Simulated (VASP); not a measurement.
A run of VASP 6.6.1 is set up as follows.

The input INCAR:

```
SYSTEM = Au
PREC = Accurate ; ENCUT = 600
EDIFF = 1E-7 ; ISMEAR = -1
SIGMA = 0.15 ; LREAL = .False.
LASPH = .True. ; NELM = 60
ALGO = Fast ; ISIF = 4
LWAVE = .False. ; LCHARG = .False.
GGA = PE ; IBRION = 2
NSW = 80 ; EDIFFG = -0.001
```

Contents of KPOINTS:

```
Automatic mesh
0
Gamma
  18 18 10
  0 0 0
```

The input POSCAR:

```
Au
1.0
    2.8962995568      0.0000000000      0.0000000000
   -1.4481497784      2.5082689932      0.0000000000
    0.0000000000      0.0000000000      4.8585651645
Au
2
Direct
    0.3333333333      0.6666666667      0.7500000000
    0.6666666667      0.3333333333      0.2500000000
```

Potentials or basis: VASP PAW PBE potentials, release 64 (Au).

Run with:

```sh
$ cat potpaw_PBE.64/Au/POTCAR > POTCAR
$ mpirun -np 1 vasp_std > vasp.out
```

(1) Predict the band gap on the k mesh.

Answers

(1) zero (band 11 reaches 13.02 eV, above the bottom of band 12 at 6.29 eV).

Caveat: spin-orbit coupling is left out, which moves the levels of the heavy elements.
